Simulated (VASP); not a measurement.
Runs of VASP 6.6.1 on Y. The structure is that of space group P6_3/mmc (No. 194), or close to it. The cells are those of the table. 

```tsv
cell	k mesh	gap on the mesh (eV)	pressure (GPa)
a = 3.488, b = 3.488, c = 11.144 Å, angles 90.0, 90.0, 120.0°, 4 atoms	11 × 11 × 3	none	5.8
a = 3.540, b = 3.540, c = 11.311 Å, angles 90.0, 90.0, 120.0°, 4 atoms	11 × 11 × 3	none	(a)
a = 3.591, b = 3.591, c = 11.472 Å, angles 90.0, 90.0, 120.0°, 4 atoms	11 × 11 × 3	none	1.7
a = 3.640, b = 3.640, c = 11.629 Å, angles 90.0, 90.0, 120.0°, 4 atoms	10 × 10 × 3	none	0.1
a = 3.640, b = 3.640, c = 11.629 Å, angles 90.0, 90.0, 120.0°, 4 atoms	11 × 11 × 3	none	0.1
```

Alike in all rows: task single point; level r2SCAN; potentials or basis VASP PAW PBE potentials, release 64 (Y_sv); no spin polarisation; cutoff (eV) 520; smearing fermi-dirac 0.1 eV.

Task: Fill in the values left out.

Result: (a) 3.6.

Caveats: the PAW data sets were made with another functional, which shifts forces and pressure a little; the cell stands under pressure (at least some runs).

A k mesh can miss the band edges, and the runs leave out spin-orbit coupling on Y.

A gap of «none» marks levels without a gap at the run's occupations.
